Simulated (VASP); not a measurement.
# V2Si (Fm-3m) in VASP: further runs

The runs below take V2Si through single point, with PBE.

Program: VASP 6.6.1. These are calculated values, not measurements. Logs are shortened: lines on timing, memory, paths and dates and some standing lists are left out, and cuts for length are marked.

## (1) The cell of the first run

The structure is cubic, space group Fm-3m (No. 225). Conventional cell: a = 5.337 Å, b = 5.337 Å, c = 5.337 Å, α = 90.00°, β = 90.00°, γ = 90.00°. V (site symmetry -43m) has 4 Si at 2.31 Å and 6 V at 2.67 Å within 3.1 Å. Within 3.1 Å of Si (site symmetry m-3m) lie 8 V at 2.31 Å.

## (2) Single point, PBE, collinear spin, ferromagnetic start

The input, INCAR:

```
SYSTEM = V2Si
PREC = Accurate
ENCUT = 520
EDIFF = 1E-6
ISMEAR = 0
SIGMA = 0.1
LREAL = .False.
LASPH = .True.
NELM = 150
ALGO = Normal
ISIF = 2
LWAVE = .False.
LCHARG = .False.
ISPIN = 2
MAGMOM = 2 2 0
LORBIT = 11
LMAXMIX = 4
GGA = PE
NBANDS = 26
```

The input, KPOINTS:

```
regular mesh
0
Gamma
  6 6 6
  0 0 0
```

The input, POSCAR:

```
V2Si
1.0
    0.0000000000      2.6686789300      2.6686789300
    2.6686789300      0.0000000000      2.6686789300
    2.6686789300      2.6686789300      0.0000000000
V Si
2 1
Direct
    0.2500000000      0.2500000000      0.2500000000
    0.7500000000      0.7500000000      0.7500000000
    0.0000000000      0.0000000000      0.0000000000
```

Potentials or basis: VASP PAW PBE potentials, release 64 (V_sv, Si).

The run is started by

```bash
$ cat potpaw_PBE.64/V_sv/POTCAR potpaw_PBE.64/Si/POTCAR > POTCAR
$ mpirun -np 1 vasp_std > vasp.out
```

OUTCAR:

```text
SYSTEM = V2Si
   PREC = Accurate
   ENCUT = 520
   EDIFF = 1E-6
   ISMEAR = 0
   LREAL = .False.
   LASPH = .True.
   NELM = 150
   ISIF = 2
   ISPIN = 2
   LORBIT = 11
   GGA = PE

 ion  position               nearest neighbor table
   1  0.250  0.250  0.250-   3 2.31   3 2.31   3 2.31   3 2.31   2 2.67   2 2.67   2 2.67   2 2.67
                             2 2.67   2 2.67
   2  0.750  0.750  0.750-   3 2.31   3 2.31   3 2.31   3 2.31   1 2.67   1 2.67   1 2.67   1 2.67
                             1 2.67   1 2.67
   3  0.000  0.000  0.000-   2 2.31   2 2.31   2 2.31   1 2.31   2 2.31   1 2.31   1 2.31   1 2.31

  LATTYP: Found a face centered cubic cell.
 ALAT       =     5.3373578600

  Lattice vectors:

 A1 = (   0.0000000000,   2.6686789300,   2.6686789300)
 A2 = (   2.6686789300,   0.0000000000,   2.6686789300)
 A3 = (   2.6686789300,   2.6686789300,   0.0000000000)

Analysis of symmetry for initial positions (statically):
=====================================================================
 Subroutine PRICEL returns:
 Original cell was already a primitive cell.

 Routine SETGRP: Setting up the symmetry group for a
 face centered cubic supercell.

 Subroutine GETGRP returns: Found 48 space group operations
 (whereof 48 operations were pure point group operations)
 out of a pool of 48 trial point group operations.

The static configuration has the point symmetry O_h .

Analysis of symmetry for dynamics (positions and initial velocities):
=====================================================================
 Subroutine PRICEL returns:
 Original cell was already a primitive cell.

 Routine SETGRP: Setting up the symmetry group for a
 face centered cubic supercell.

 Subroutine GETGRP returns: Found 48 space group operations
 (whereof 48 operations were pure point group operations)
 out of a pool of 48 trial point group operations.

The dynamic configuration has the point symmetry O_h .

Analysis of structural, dynamic, and magnetic symmetry:
=====================================================================
 Subroutine PRICEL returns:
 Original cell was already a primitive cell.

 Routine SETGRP: Setting up the symmetry group for a
 face centered cubic supercell.

 Subroutine GETGRP returns: Found 48 space group operations
 (whereof 48 operations were pure point group operations)
 out of a pool of 48 trial point group operations.

The overall configuration has the point symmetry O_h .

 Subroutine INISYM returns: Found 48 space group operations
 (whereof 48 operations are pure point group operations),
 and found     1 'primitive' translations

----------------------------------------------------------------------------------------

                                     Primitive cell

  volume of cell :      38.0118

  direct lattice vectors                    reciprocal lattice vectors
     0.000000000  2.668678930  2.668678930    -0.187358619  0.187358619  0.187358619
     2.668678930  0.000000000  2.668678930     0.187358619 -0.187358619  0.187358619
     2.668678930  2.668678930  0.000000000     0.187358619  0.187358619 -0.187358619

  length of vectors
     3.774081936  3.774081936  3.774081936     0.324514648  0.324514648  0.324514648

  position of ions in fractional coordinates (direct lattice)
     0.250000000  0.250000000  0.250000000
     0.750000000  0.750000000  0.750000000
     0.000000000  0.000000000  0.000000000

  ion indices of the primitive-cell ions
   primitive index   ion index
                 1           1
                 2           2
                 3           3

----------------------------------------------------------------------------------------

 KPOINTS: regular mesh

Automatic generation of k-mesh.
 Grid dimensions read from file:
 generate k-points for:    6    6    6

 Generating k-lattice:

  Cartesian coordinates                     Fractional coordinates (reciprocal lattice)
    -0.031226437  0.031226437  0.031226437     0.166666667  0.000000000  0.000000000
     0.031226437 -0.031226437  0.031226437     0.000000000  0.166666667  0.000000000
     0.031226437  0.031226437 -0.031226437     0.000000000  0.000000000  0.166666667

  Length of vectors
     0.054085775  0.054085775  0.054085775

  Shift w.r.t. Gamma in fractional coordinates (k-lattice)
     0.000000000  0.000000000  0.000000000

 Subroutine IBZKPT returns following result:
 ===========================================

 Found     16 irreducible k-points:

 Following reciprocal coordinates:
            Coordinates               Weight
  0.000000  0.000000  0.000000      1.000000
  0.166667  0.000000  0.000000      8.000000
  0.333333  0.000000  0.000000      8.000000
  0.500000  0.000000  0.000000      4.000000
  0.166667  0.166667  0.000000      6.000000
  0.333333  0.166667  0.000000     24.000000
[... 8 lines left out ...]
 -0.333333  0.333333  0.166667     24.000000
 -0.333333  0.500000  0.166667     12.000000
   k-points           NKPTS =     16   k-points in BZ     NKDIM =     16   number of bands    NBANDS=     26
   number of dos      NEDOS =    301   number of ions     NIONS =      3
   total plane-waves  NPLWV =  21952
   dimension x,y,z NGX =    28 NGY =   28 NGZ =   28
   dimension x,y,z NGXF=    56 NGYF=   56 NGZF=   56
   ions per type =               2   1
   NGX,Y,Z   is equivalent  to a cutoff of  12.33, 12.33, 12.33 a.u.
   NGXF,Y,Z  is equivalent  to a cutoff of  24.67, 24.67, 24.67 a.u.
 SYSTEM =  V2Si
   PREC   = accura    normal or accurate (medium, high low for compatibility)
   ISTART =      0    job   : 0-new  1-cont  2-samecut
   ICHARG =      2    charge: 1-file 2-atom 10-const
   ISPIN  =      2    spin polarized calculation?
   LNONCOLLINEAR =      F non collinear calculations
   LSORBIT =      F    spin-orbit coupling
   LASPH  =      T    aspherical Exc in radial PAW
   ENCUT  =  520.0 eV  38.22 Ry    6.18 a.u.   7.02  7.02  7.02*2*pi/ulx,y,z
   NELM   =    150;   NELMIN=  2; NELMDL= -5     # of ELM steps
   EDIFF  = 0.1E-05   stopping-criterion for ELM
   LREAL  =      F    real-space projection
[... 7 lines left out ...]
   TEBEG  =    0.0;   TEEND  =   0.0 temperature during run
   PSTRESS=    0.0 pullay stress
   NELECT =      30.0000    total number of electrons
   NUPDOWN=      -1.0000    fix difference up-down
   EMIN   =  10.00;   EMAX   =-10.00  energy-range for DOS
   EFERMI =   0.00;   METHOD = LEGACY
   ISMEAR =     0;   SIGMA  =   0.10  broadening in eV -4-tet -1-fermi 0-gaus
   EFERMI_NEDOS =   21; number of points for ismear=-14 and -15
   IALGO  =     38    algorithm
   IMIX   =      4    mixing-type and parameters
     AMIX     =   0.40;   BMIX     =  1.00
     AMIX_MAG =   1.60;   BMIX_MAG =  1.00
  volume/ion in A,a.u.               =      12.67        85.51
  Fermi-wavevector in a.u.,A,eV,Ry     =   1.512895  2.858958 31.141732  2.288853
  Thomas-Fermi vector in A             =   2.622759
   LORBIT       =     11    0 simple, 1 ext, 2 COOP (PROOUT), +10 PAW based schemes
   GGA     = PE    functional components
   LHFCALC =     F    Hartree Fock is set to
   AEXX    =    0.0000 exact exchange contribution
   IVDW    =     0    specifies the selected vdW correction
   LEPSILON=     F    determine dielectric tensor
   LRPA    =     F    only Hartree local field effects (RPA)
 spin polarized calculation
 Gauss-broadening in eV      SIGMA  =   0.10
  energy-cutoff  :      520.00
  volume of cell :       38.01
 maximum number of plane-waves:      1034
   NGX = 13   NGY = 13   NGZ = 13

 number of electron      30.0000001 magnetization       0.0170813

 number of electron      30.0000001 magnetization      -0.0022588

 Free energy of the ion-electron system (eV)
  ---------------------------------------------------
  ext. energy  EPLUGINS =         0.00000000
  ---------------------------------------------------
  free energy    TOTEN  =       -22.38441899 eV

  energy without entropy =      -22.35853917  energy(sigma->0) =      -22.37147908

 E-fermi :  10.8500     XC(G=0): -12.5436

 val. band max:       10.8411513182   @ k =   0.5000   0.1667   0.0000
 cond. band min:      10.8969917357   @ k =   0.5000   0.3333   0.1667
 fundamental gap:      0.0558404175
 Fermi energy:        10.8500429946

 spin component 1

 k-point     1 :       0.0000    0.0000    0.0000
  band No.  band energies     occupation
      1     -53.2072      1.00000
      2     -53.0111      1.00000
      3     -27.2145      1.00000
      4     -27.2145      1.00000
      5     -27.2145      1.00000
      6     -26.8279      1.00000
[... 18 lines left out ...]
     25      18.5470      0.00000
     26      18.5470      0.00000

 k-point     2 :       0.1667    0.0000    0.0000
  band No.  band energies     occupation
      1     -53.1936      1.00000
      2     -53.0238      1.00000
      3     -27.1962      1.00000
      4     -27.1908      1.00000
      5     -27.1908      1.00000
      6     -26.8637      1.00000
[... 18 lines left out ...]
     25      19.1105      0.00000
     26      19.4197      0.00000

 k-point     3 :       0.3333    0.0000    0.0000
  band No.  band energies     occupation
      1     -53.1568      1.00000
      2     -53.0589      1.00000
      3     -27.1422      1.00000
      4     -27.1243      1.00000
      5     -27.1243      1.00000
      6     -26.9525      1.00000
[... 340 lines left out ...]
 k-point    15 :      -0.3333    0.3333    0.1667
  band No.  band energies     occupation
      1     -53.1068      1.00000
      2     -53.1067      1.00000
      3     -27.2988      1.00000
      4     -27.2834      1.00000
      5     -27.0371      1.00000
      6     -27.0367      1.00000
[... 18 lines left out ...]
     25      22.0739      0.00000
     26      22.3541      0.00000

 k-point    16 :      -0.3333    0.5000    0.1667
  band No.  band energies     occupation
      1     -53.1227      1.00000
      2     -53.0902      1.00000
      3     -27.3531      1.00000
      4     -27.3079      1.00000
      5     -27.1627      1.00000
      6     -26.9085      1.00000
[... 18 lines left out ...]
     25      21.1389      0.00000
     26      23.1536      0.00000
 Fermi energy:        10.8500429946

 spin component 2

 k-point     1 :       0.0000    0.0000    0.0000
  band No.  band energies     occupation
      1     -53.2082      1.00000
      2     -53.0120      1.00000
      3     -27.2155      1.00000
      4     -27.2155      1.00000
      5     -27.2155      1.00000
      6     -26.8288      1.00000
[... 18 lines left out ...]
     25      18.5465      0.00000
     26      18.5465      0.00000

 k-point     2 :       0.1667    0.0000    0.0000
  band No.  band energies     occupation
      1     -53.1946      1.00000
      2     -53.0248      1.00000
      3     -27.1972      1.00000
      4     -27.1918      1.00000
      5     -27.1918      1.00000
      6     -26.8647      1.00000
[... 18 lines left out ...]
     25      19.1100      0.00000
     26      19.4193      0.00000

 k-point     3 :       0.3333    0.0000    0.0000
  band No.  band energies     occupation
      1     -53.1578      1.00000
      2     -53.0598      1.00000
      3     -27.1432      1.00000
      4     -27.1252      1.00000
      5     -27.1252      1.00000
      6     -26.9535      1.00000
[... 340 lines left out ...]
 k-point    15 :      -0.3333    0.3333    0.1667
  band No.  band energies     occupation
      1     -53.1077      1.00000
      2     -53.1076      1.00000
      3     -27.2997      1.00000
      4     -27.2844      1.00000
      5     -27.0381      1.00000
      6     -27.0376      1.00000
[... 18 lines left out ...]
     25      22.0736      0.00000
     26      22.3536      0.00000

 k-point    16 :      -0.3333    0.5000    0.1667
  band No.  band energies     occupation
      1     -53.1236      1.00000
      2     -53.0912      1.00000
      3     -27.3540      1.00000
      4     -27.3088      1.00000
      5     -27.1637      1.00000
      6     -26.9094      1.00000
[... 18 lines left out ...]
     25      21.1386      0.00000
     26      23.1532      0.00000

------------------------ aborting loop because EDIFF is reached ----------------------------------------

  FORCE on cell =-STRESS in cart. coord.  units (eV):
  Direction    XX          YY          ZZ          XY          YZ          ZX
  --------------------------------------------------------------------------------------
  -------------------------------------------------------------------------------------
  Total        9.8913390      9.8913390      9.8913390      0.0000000      0.0000000      0.0000000
  in kB      416.9142051    416.9142051    416.9142051      0.0000000      0.0000000      0.0000000
  external PRESSURE =     416.9142051 kB  Pullay stress =       0.0000000 kB

 VOLUME and BASIS-vectors are now :
 -----------------------------------------------------------------------------
  energy-cutoff  :      520.00
  volume of cell :       38.01
      direct lattice vectors                 reciprocal lattice vectors
     0.000000000  2.668678930  2.668678930    -0.187358619  0.187358619  0.187358619
     2.668678930  0.000000000  2.668678930     0.187358619 -0.187358619  0.187358619
     2.668678930  2.668678930  0.000000000     0.187358619  0.187358619 -0.187358619

 POSITION                                       TOTAL-FORCE (eV/Angst)
 -----------------------------------------------------------------------------------
      1.33434      1.33434      1.33434         0.000000      0.000000     -0.000000
      4.00302      4.00302      4.00302        -0.000000     -0.000000      0.000000
      0.00000      0.00000      0.00000        -0.000000     -0.000000     -0.000000
 -----------------------------------------------------------------------------------
    total drift:                                0.000000      0.000000      0.000000

  FREE ENERGIE OF THE ION-ELECTRON SYSTEM (eV)
  ---------------------------------------------------
  free  energy   TOTEN  =       -22.3844189879 eV

  energy  without entropy=      -22.3585391666  energy(sigma->0) =      -22.37147908

 total charge

# of ion       s       p       d       tot
------------------------------------------
    1        2.322   6.270   3.278  11.871
    2        2.322   6.270   3.278  11.871
    3        0.812   1.193   0.000   2.004
--------------------------------------------------
tot          5.456  13.734   6.557  25.747

 magnetization (x)

# of ion       s       p       d       tot
------------------------------------------
    1       -0.000  -0.000  -0.001  -0.001
    2       -0.000  -0.000  -0.001  -0.001
    3        0.000   0.000   0.000   0.000
--------------------------------------------------
tot         -0.000  -0.000  -0.002  -0.002
```

It took 31 s on 1 thread of Intel Xeon Platinum 8375C at 2.90GHz (Ice Lake), shared host; peak memory 0.18 GiB.

What came out:

```
Free energy                                           : -22.3844 eV
Pressure                                              : 41.7 GPa
Band gap on the k mesh                                : zero (filled and empty bands overlap)
Net moment                                            : 0.00 μB per cell
Valence electrons inside the program's atomic spheres : V 11.87; Si 2.00
```

Levels at points of the mesh, in eV from the Fermi level:
Spin up:
```csv
k point,band 12,band 13,band 14,band 15,band 16,band 17,band 18,band 19
"(0.00, 0.00, 0.00)",-4.14,-2.57,-2.57,1.94,1.94,1.94,3.37,3.37
"(0.50, 0.00, 0.00)",-2.96,-0.94,-0.94,0.16,0.16,0.25,0.41,0.41
"(0.50, 0.50, 0.00)",-1.80,-1.74,-1.74,-1.58,0.50,0.50,1.36,1.36
```
Spin down:
| k point | band 12 | band 13 | band 14 | band 15 | band 16 | band 17 | band 18 | band 19 |
| --- | --- | --- | --- | --- | --- | --- | --- | --- |
| (0.00, 0.00, 0.00) | -4.14 | -2.57 | -2.57 | 1.94 | 1.94 | 1.94 | 3.37 | 3.37 |
| (0.50, 0.00, 0.00) | -2.96 | -0.94 | -0.94 | 0.16 | 0.16 | 0.25 | 0.41 | 0.41 |
| (0.50, 0.50, 0.00) | -1.80 | -1.74 | -1.74 | -1.58 | 0.50 | 0.50 | 1.35 | 1.35 |

(Continued in part 2 of 2.)
